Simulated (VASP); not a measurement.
Write the native input for VASP 6.6.1 that does the following.

* Task: single point
* Functional: PBE
* Potentials or basis: VASP PAW PBE potentials, release 64 (Cd, Te)
* Cutoff: 520 eV
* k mesh: 8 × 8 × 8
* Occupations: gaussian, width 0.01 eV
* Spin: no spin polarisation
* Dipole correction: no
* Further INCAR settings: ALGO = Normal; EDIFF = 1e-06; NBANDS = 16

The structure of CdTe lies in POSCAR:

```
CdTe
1.0
    0.0000000000      3.2050000000      3.2050000000
    3.2050000000      0.0000000000      3.2050000000
    3.2050000000      3.2050000000      0.0000000000
Cd Te
1 1
Direct
    0.0000000000      0.0000000000      0.0000000000
    0.2500000000      0.2500000000      0.2500000000
```

These files were run (other wordings do the same):

INCAR

```
ALGO     = Normal         # electronic algorithm
EDIFF    = 1E-6           # SCF threshold, eV
ENCUT    = 520            # plane-wave cutoff, eV
GGA      = PE             # functional
ISIF     = 2              # what is computed and relaxed
ISMEAR   = 0              # smearing method
LASPH    = True           # aspherical terms in the spheres
LCHARG   = False          # write CHGCAR
LREAL    = False          # projectors in reciprocal space
LWAVE    = False          # write WAVECAR
NBANDS   = 16             # bands
NELM     = 60             # most SCF steps
PREC     = Accurate       # precision mode
SIGMA    = 0.01           # smearing width, eV
```

KPOINTS

```
k-points
0
Gamma
  8 8 8
```

Potentials or basis: VASP PAW PBE potentials, release 64 (Cd, Te).

Launch:

```console
$ cat potpaw_PBE.64/Cd/POTCAR potpaw_PBE.64/Te/POTCAR > POTCAR
$ mpirun -np 1 vasp_std > vasp.out
```

Results of the run:

```
Pressure               : 4.4 GPa
Band gap on the k mesh : 0.87 eV, direct
```

Caveat: spin-orbit coupling is left out, which moves the levels of the heavy elements.

It took 53 s on 1 thread of AMD EPYC 7R13 (shared host), peak memory 0.19 GiB.
